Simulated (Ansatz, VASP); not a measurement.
AgRh: VASP beside Ansatz

The input INCAR:

```
PREC = Accurate
ENCUT = 520
EDIFF = 1E-7
ISMEAR = -1
SIGMA = 0.05
LREAL = False
LASPH = True
NELM = 150
ALGO = Normal
ISIF = 2
LWAVE = False
LCHARG = False
ISPIN = 2
MAGMOM = 0 0.3
LORBIT = 11
LMAXMIX = 4
NBANDS = 24
```

Contents of KPOINTS:

```
regular mesh
0
Gamma
  11 11 12
```

The input POSCAR:

```
AgRh
1.0
    2.7775881998      0.0000000000      0.0000000000
   -1.3887940999      2.4054619423      0.0000000000
    0.0000000000      0.0000000000      4.8086020000
Ag Rh
1 1
Direct
    0.0000000000      0.0000000000      0.5000000000
    0.6666666667      0.3333333333      0.0000000000
```

Input for Ansatz:

```yaml
crystal:
  lattice:
    - [2.7775881998, 0.0, 0.0]
    - [-1.3887940999, 2.4054619423, 0.0]
    - [0.0, 0.0, 4.808602]
  atoms:
    - { symbol: Ag, position: [0.0, 0.0, 0.5] }
    - { symbol: Rh, position: [0.6666666667, 0.3333333333, 0.0], spin: 0.3 }
magnetization:
  spin_polarized: true
kpoints:
  mp_grid: { grid: [11, 11, 12] }
  band_path:
    path:
      - [0.0, 0.0, 0.0]
      - [0.5, 0.0, 0.0]
      - [0.3333333333, 0.3333333333, 0.0]
      - [0.0, 0.0, 0.0]
      - [0.0, 0.0, 0.5]
      - [0.5, 0.0, 0.5]
      - [0.3333333333, 0.3333333333, 0.5]
      - [0.0, 0.0, 0.5]
      - [0.5, 0.0, 0.5]
    npoints: 8
scf:
  occupations: { method: fermi_dirac, width: 0.05 }
  lower_state_search: "off"
hamiltonian:
  xc: lda
  pseudopotentials: { kind: all_electron, datasets: crystal }
output:
  eigenvalues: false
  eigenstates:
    nscf_kmesh: { grid: [11, 11, 12] }
    top_band: c23
    exchange_couplings: { magnetic: [{ species: Rh }] }
```

Alike in both runs: task single point; functional LDA; k mesh 11 × 11 × 12; occupations fermi-dirac, width 0.05 eV; collinear spin.

|  | VASP | Ansatz |
| --- | --- | --- |
| version | VASP 6.6.1 | Ansatz 0.2.0 |
| potentials or method | VASP PAW LDA potentials, release 64 (Ag, Rh_pv), cutoff 520 eV | all-electron PAW with datasets made for the crystal, scalar-relativistic |

```tsv
	VASP	Ansatz	Ansatz less VASP
net moment per atom (μB)	0.10	0.17	+0.067
size of the moment on the site where the two differ most (μB)	0.19	0.31	+0.122
```

LDA's correlation is that of Perdew and Zunger in VASP and of Perdew and Wang (1992) in Ansatz. Site moments also hang on the region over which each program counts them. Ansatz ran all-electron here, and VASP with PAW potentials. Ansatz's warnings: band levels unverified.
